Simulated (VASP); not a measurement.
Input of a VASP 6.6.1 run:

Contents of INCAR:

```
PREC = Accurate
ENCUT = 520
EDIFF = 1E-6
ISMEAR = 0
SIGMA = 0.05
LREAL = False
LASPH = True
NELM = 80
ALGO = Normal
ISIF = 2
LWAVE = False
LCHARG = False
GGA = PS
NBANDS = 11
```

The input KPOINTS:

```
regular mesh
0
Gamma
  12 12 12
```

POSCAR

```
BN
1.0
    0.0000000000      1.7563072008      1.9319379209
    1.7563072008      0.0000000000      1.9319379209
    1.7563072008      1.7563072008      0.0000000000
B N
1 1
Direct
    0.0000000000      0.0000000000      0.0000000000
    0.7500000000      0.7500000000      0.7500000000
```

Potentials or basis: VASP PAW PBE potentials, release 64 (B, N).

Run with:

```bash
$ cat potpaw_PBE.64/B/POTCAR potpaw_PBE.64/N/POTCAR > POTCAR
$ mpirun -np 1 vasp_std > vasp.out
```

(1) Estimate the band gap on the k mesh.

(2) Predict the pressure.

## Answers

(1) 3.41 eV, indirect (least direct gap 8.11 eV).

(2) -5.8 GPa.

Caveat: the PAW data sets were made with another functional, which shifts forces and pressure a little.
